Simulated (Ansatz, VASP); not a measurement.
# Two plane-wave programs on PbSe

```xyz
8
Lattice="2.1458 -3.7147 -0.0019 -6.3628 -3.6745 -0.0340 -0.0277 -0.0225 -8.1467" Properties=species:S:1:pos:R:3 pbc="T T T"
Pb   -2.1070   -6.1756   -6.3663
Pb    0.0010   -2.4811   -6.3481
Pb   -4.2608   -4.9421   -2.2983
Pb   -0.0073   -4.9622   -2.2824
Se   -0.0166   -0.0131   -3.8420
Se   -2.1251   -3.7070   -3.8612
Se   -0.0100   -0.0095   -7.9156
Se   -2.1184   -3.7039   -7.9341
```

Change from the starting cell: cell x2, atoms moved at random (sigma 0.15 Å) and cell strained at random (1.5 %), then relaxed without symmetry.

Alike in both runs: functional PBE; k mesh 4 × 2 × 2; occupations gaussian, width 0.1 eV; no spin polarisation.

Ansatz relaxed the structure, and its values are those at the end. VASP's run is a single point on that final structure, the one shown.

|  | VASP | Ansatz |
| --- | --- | --- |
| version | VASP 6.6.1 | Ansatz 0.2.0 |
| potentials or method | VASP PAW PBE potentials, release 64 (Pb_d, Se), cutoff 520 eV | scalar-relativistic, plane waves, PAW |
| valence electrons in the cell | 80 | 120 |

```csv
,VASP,Ansatz,Ansatz less VASP
gap on the k mesh at the Fermi level (eV),0.86,0.86,0.000
least direct gap on the mesh (eV),0.93,0.92,-0.009
pressure (GPa),0.0,0.0,+0.01
rms of the force components (eV/Å),0.004,0.002,-0.0020
```

VASP's potentials hold 80 valence electrons a cell and Ansatz's 120, so a difference there can come from the potentials and not from the codes.

The k mesh is coarse, so the values compare programs but aren't converged. Spin-orbit coupling is off throughout.
